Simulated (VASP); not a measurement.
# BP (zinc blende): vibrations by perturbation theory with PBEsol

BP (zinc blende):

```
B P
1.0
     0.00000    2.28995    2.28995
     2.28995    0.00000    2.28995
     2.28995    2.28995    0.00000
B P
1 1
Cartesian
  0.0000 0.0000 0.0000
  1.1450 1.1450 1.1450
```

| Item | Value |
| --- | --- |
| Program | VASP 6.6.1 |
| Task | vibrations by perturbation theory |
| Functional | PBEsol |
| Potentials or basis | VASP PAW PBE potentials, release 64 (B, P) |
| Cutoff | 520 eV |
| k mesh | 10 × 10 × 10 |
| Occupations | gaussian, width 0.01 eV |
| Spin | no spin polarisation |
| Dipole correction | no |
| Further INCAR settings | ALGO = Normal; EDIFF = 1e-08; IBRION = 8; NSW = 1 |

| Property | Result |
| --- | --- |
| Electronic dielectric tensor (diagonal) | 9.45 |
| Born charges (mean of the diagonal) | B -0.42; P +0.42 e |
| Highest phonon frequency at Γ, LO-TO splitting left out | 779 cm⁻¹ |

Phonon frequencies in cm⁻¹ (negative: imaginary):
| q point | frequencies |
| --- | --- |
| (0.000, 0.000, 0.000) | 0 0 0 779 779 779 |

Electronic dielectric tensor:
```
9.45 0.00 0.00
0.00 9.45 0.00
0.00 0.00 9.45
```

Born effective charge tensors (e):
atom 1, B
```
-0.42  0.00  0.00
 0.00 -0.42  0.00
 0.00  0.00 -0.42
```
atom 2, P
```
0.42 0.00 0.00
0.00 0.42 0.00
0.00 0.00 0.42
```

It took 79 s on 1 thread of Intel(R) Xeon(R) 6975P-C (Granite Rapids), with other jobs on the host, peak memory 0.21 GiB.

Caveat: the cell wasn't relaxed at this level first, which shifts response properties.
